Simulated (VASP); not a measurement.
# Mg (P6_3/mmc) in VASP: further runs

Runs on Mg. Level: PBEsol. Tasks: single point.

All numbers are computed with VASP 6.6.1; they aren't measurements. Logs are shortened: lines on timing, memory, paths and dates and some standing lists are left out, and cuts for length are marked.

### 1 The cell of the first run

It takes space group P6_3/mmc (No. 194, hexagonal). The conventional cell has a = 3.209 Å, b = 3.209 Å, c = 5.106 Å, α = 90.00°, β = 90.00°, γ = 120.00°. Within 4.2 Å of Mg (site symmetry -6m2) lie 12 Mg at 3.15 to 3.21 Å.

### 2 Single point, PBEsol

INCAR reads:

```
SYSTEM = Mg
ALGO = Normal
EDIFF = 1E-6
ENCUT = 520
GGA = PS
ISIF = 2
ISMEAR = -1
LASPH = .TRUE.
LCHARG = .TRUE.
LELF = .TRUE.
LREAL = .FALSE.
LVHAR = .TRUE.
LWAVE = .FALSE.
NBANDS = 9
NELM = 100
PREC = Accurate
SIGMA = 0.05
```

KPOINTS reads:

```
k-points
0
G
  8 8 5
  0 0 0
```

POSCAR reads:

```
Mg
1.0
    3.2093000000      0.0000000000      0.0000000000
   -1.6046500000      2.7793353284      0.0000000000
    0.0000000000      0.0000000000      5.1060940000
Mg
2
Direct
    0.6666666667      0.3333333333      0.7500000000
    0.3333333333      0.6666666667      0.2500000000
```

Potentials or basis: VASP PAW PBE potentials, release 64 (Mg).

Started as:

```
> cat potpaw_PBE.64/Mg/POTCAR > POTCAR
> mpirun -np 1 vasp_std > vasp.out
```

OUTCAR:

```text
SYSTEM = Mg
   EDIFF = 1E-6
   ENCUT = 520
   GGA = PS
   ISIF = 2
   ISMEAR = -1
   LASPH = .TRUE.
   LREAL = .FALSE.
   NELM = 100
   PREC = Accurate

 ion  position               nearest neighbor table
   1  0.667  0.333  0.750-   2 3.15   2 3.15   2 3.15   2 3.15   2 3.15   2 3.15
   2  0.333  0.667  0.250-   1 3.15   1 3.15   1 3.15   1 3.15   1 3.15   1 3.15

  LATTYP: Found a hexagonal cell.
 ALAT       =     3.2093000000
 C/A-ratio  =     1.5910304428

  Lattice vectors:

 A1 = (   3.2093000000,   0.0000000000,   0.0000000000)
 A2 = (  -1.6046500000,   2.7793353284,   0.0000000000)
 A3 = (   0.0000000000,   0.0000000000,   5.1060940000)

Analysis of symmetry for initial positions (statically):
=====================================================================
 Subroutine PRICEL returns:
 Original cell was already a primitive cell.

 Routine SETGRP: Setting up the symmetry group for a
 hexagonal supercell.

 Subroutine GETGRP returns: Found 24 space group operations
 (whereof 12 operations were pure point group operations)
 out of a pool of 24 trial point group operations.

The static configuration has the point symmetry D_3d.
 The point group associated with its full space group is D_6h.

Analysis of symmetry for dynamics (positions and initial velocities):
=====================================================================
 Subroutine PRICEL returns:
 Original cell was already a primitive cell.

 Routine SETGRP: Setting up the symmetry group for a
 hexagonal supercell.

 Subroutine GETGRP returns: Found 24 space group operations
 (whereof 12 operations were pure point group operations)
 out of a pool of 24 trial point group operations.

The dynamic configuration has the point symmetry D_3d.
 The point group associated with its full space group is D_6h.

 Subroutine INISYM returns: Found 24 space group operations
 (whereof 12 operations are pure point group operations),
 and found     1 'primitive' translations

----------------------------------------------------------------------------------------

                                     Primitive cell

  volume of cell :      45.5449

  direct lattice vectors                    reciprocal lattice vectors
     3.209300000  0.000000000  0.000000000     0.311594429  0.179899127  0.000000000
    -1.604650000  2.779335328  0.000000000     0.000000000  0.359798255  0.000000000
     0.000000000  0.000000000  5.106094000     0.000000000  0.000000000  0.195844416

  length of vectors
     3.209300000  3.209300000  5.106094000     0.359798255  0.359798255  0.195844416

  position of ions in fractional coordinates (direct lattice)
[... 87 lines left out ...]
   POTIM  = 0.5000    time-step for ionic-motion
   TEBEG  =    0.0;   TEEND  =   0.0 temperature during run
   PSTRESS=    0.0 pullay stress
   NELECT =       4.0000    total number of electrons
   NUPDOWN=      -1.0000    fix difference up-down
   EMIN   =  10.00;   EMAX   =-10.00  energy-range for DOS
   EFERMI =   0.00;   METHOD = LEGACY
   ISMEAR =    -1;   SIGMA  =   0.05  broadening in eV -4-tet -1-fermi 0-gaus
   EFERMI_NEDOS =   21; number of points for ismear=-14 and -15
   IALGO  =     38    algorithm
   IMIX   =      4    mixing-type and parameters
     AMIX     =   0.40;   BMIX     =  1.00
     AMIX_MAG =   1.60;   BMIX_MAG =  1.00
  volume/ion in A,a.u.               =      22.77       153.68
  Fermi-wavevector in a.u.,A,eV,Ry     =   0.727693  1.375140  7.204788  0.529537
  Thomas-Fermi vector in A             =   1.818980
   LORBIT       =      0    0 simple, 1 ext, 2 COOP (PROOUT), +10 PAW based schemes
   GGA     = PS    functional components
   LHFCALC =     F    Hartree Fock is set to
   AEXX    =    0.0000 exact exchange contribution
   IVDW    =     0    specifies the selected vdW correction
   LEPSILON=     F    determine dielectric tensor
   LRPA    =     F    only Hartree local field effects (RPA)
 non-spin polarized calculation
  energy-cutoff  :      520.00
  volume of cell :       45.54
 maximum number of plane-waves:      1247
 NGX is ok and might be reduce to    24
   NGX = 11   NGY = 11   NGZ = 19

 number of electron       4.0000000 magnetization

 Free energy of the ion-electron system (eV)
  ---------------------------------------------------
  ext. energy  EPLUGINS =         0.00000000
  ---------------------------------------------------
  free energy    TOTEN  =        -3.47162615 eV

  energy without entropy =       -3.46613551  energy(sigma->0) =       -3.46888083

 E-fermi :   2.6882     XC(G=0):  -8.5585

 val. band max:        2.6431267234   @ k =   0.2500   0.2500   0.2000
 cond. band min:       2.7235776811   @ k =   0.2500  -0.0000   0.0000
 fundamental gap:      0.0804509577
 Fermi energy:         2.6881983988

 k-point     1 :       0.0000    0.0000    0.0000
  band No.  band energies     occupation
      1      -4.3300      2.00000
      2       1.0410      2.00000
      3       1.5867      2.00000
      4      13.3934      0.00000
      5      13.3934      0.00000
      6      13.4774      0.00000
      7      13.4774      0.00000
      8      14.5740      0.00000
      9      15.9260      0.00000
[... 265 lines left out ...]
 k-point    24 :       0.3750   -0.0000    0.4000
  band No.  band energies     occupation
      1      -0.7283      2.00000
      2       0.3712      2.00000
      3       3.9431      0.00000
      4       4.9989      0.00000
      5       8.9037      0.00000
      6      10.3741      0.00000
      7      10.9072      0.00000
      8      11.3433      0.00000
      9      12.2976      0.00000

 [... further k-points ...]

------------------------ aborting loop because EDIFF is reached ----------------------------------------

  FORCE on cell =-STRESS in cart. coord.  units (eV):
  Direction    XX          YY          ZZ          XY          YZ          ZX
  --------------------------------------------------------------------------------------
  -------------------------------------------------------------------------------------
  Total       -0.2916291     -0.2916291      0.2109517      0.0000000      0.0000000     -0.0000000
  in kB      -10.2589144    -10.2589144      7.4208488      0.0000000      0.0000000     -0.0000000
  external PRESSURE =      -4.3656600 kB  Pullay stress =       0.0000000 kB

 VOLUME and BASIS-vectors are now :
 -----------------------------------------------------------------------------
  energy-cutoff  :      520.00
  volume of cell :       45.54
      direct lattice vectors                 reciprocal lattice vectors
     3.209300000  0.000000000  0.000000000     0.311594429  0.179899127  0.000000000
    -1.604650000  2.779335328  0.000000000     0.000000000  0.359798255  0.000000000
     0.000000000  0.000000000  5.106094000     0.000000000  0.000000000  0.195844416

 POSITION                                       TOTAL-FORCE (eV/Angst)
 -----------------------------------------------------------------------------------
      1.60465      0.92645      3.82957        -0.000000     -0.000000      0.000000
     -0.00000      1.85289      1.27652         0.000000      0.000000      0.000000
 -----------------------------------------------------------------------------------
    total drift:                                0.000000     -0.000000      0.000000

  FREE ENERGIE OF THE ION-ELECTRON SYSTEM (eV)
  ---------------------------------------------------
  free  energy   TOTEN  =        -3.4716261531 eV

  energy  without entropy=       -3.4661355120  energy(sigma->0) =       -3.46888083
```

stdout:

```text
POSCAR found type information on POSCAR Mg
 POSCAR found :  1 types and       2 ions
 scaLAPACK will be used
 -----------------------------------------------------------------------------
|                                                                             |
|                                                                             |
|     You enforced a specific xc type in the INCAR file but a different       |
|     I HOPE YOU KNOW WHAT YOU ARE DOING!                                     |
|                                                                             |
 -----------------------------------------------------------------------------

 LDA part: xc-table for (Slater+PW92), standard interpolation
 POSCAR, INCAR and KPOINTS ok, starting setup
 FFT: planning ... GRIDC
 FFT: planning ... GRID_SOFT
 FFT: planning ... GRID
 WAVECAR not read
 entering main loop
```

Run time: 13 s. Hardware: 1 thread of AMD EPYC 7R13, shared host; peak memory 0.13 GiB.

What came out:

* Free energy: -3.4716 eV
* Pressure: -0.4 GPa
* Band gap on the k mesh: zero (band 2 reaches 3.58 eV, above the bottom of band 3 at 1.59 eV)

Stress tensor (GPa, compression positive):
```
-1.03  0.00  0.00
 0.00 -1.03  0.00
 0.00  0.00  0.74
```

Levels at points of the mesh, in eV from the Fermi level:
| k point | band 1 | band 2 | band 3 | band 4 | band 5 | band 6 |
| --- | --- | --- | --- | --- | --- | --- |
| (0.00, 0.00, 0.00) | -7.02 | -1.65 | -1.10 | 10.71 | 10.71 | 10.79 |
| (0.50, 0.00, 0.00) | -2.26 | -2.26 | 2.64 | 3.01 | 3.39 | 3.75 |

Caveat: the PAW data sets were made with another functional, which shifts forces and pressure a little.

### 3 Single point, PBEsol

This run uses another cell than the first one, of 23.00 Å³/atom, 1.010 times its volume.

INCAR reads:

```
SYSTEM = Mg
ALGO = Fast
EDIFF = 1E-6
ENCUT = 520
GGA = PS
ISIF = 2
ISMEAR = -1
LASPH = .TRUE.
LCHARG = .FALSE.
LREAL = .FALSE.
LWAVE = .FALSE.
NBANDS = 9
NELM = 80
PREC = Accurate
SIGMA = 0.05
```

KPOINTS is that of step 2.

POSCAR, as its differences from that of step 2:

```diff
@@ -4,3 +4,3 @@
    -1.6046500000      2.7793353284      0.0000000000
-    0.0000000000      0.0000000000      5.1060940000
+    0.0000000000      0.0000000000      5.1581970000
 Mg
```

Potentials or basis: VASP PAW PBE potentials, release 64 (Mg).

Started as:

```
> cat potpaw_PBE.64/Mg/POTCAR > POTCAR
> mpirun -np 1 vasp_std > vasp.out
```

It took 17 s on 1 thread of AMD EPYC 7R13, shared host; peak memory 0.12 GiB.

Results (log left out):

```yaml
Free_energy: -3.4726 eV
Pressure: -0.8 GPa
Band_gap_on_the_k_mesh: zero (band 2 reaches 3.55 eV, above the bottom of band 3 at 1.44 eV)
```

Stress tensor (GPa, compression positive):
```
-1.15  0.00  0.00
 0.00 -1.15  0.00
 0.00  0.00 -0.07
```

Levels at points of the mesh, in eV from the Fermi level:
| k point | band 1 | band 2 | band 3 | band 4 | band 5 | band 6 |
| --- | --- | --- | --- | --- | --- | --- |
| (0.00, 0.00, 0.00) | -6.95 | -1.66 | -1.17 | 10.78 | 10.78 | 10.87 |
| (0.50, 0.00, 0.00) | -2.19 | -2.19 | 2.64 | 3.01 | 3.32 | 3.71 |

Caveat: the PAW data sets were made with another functional, which shifts forces and pressure a little.
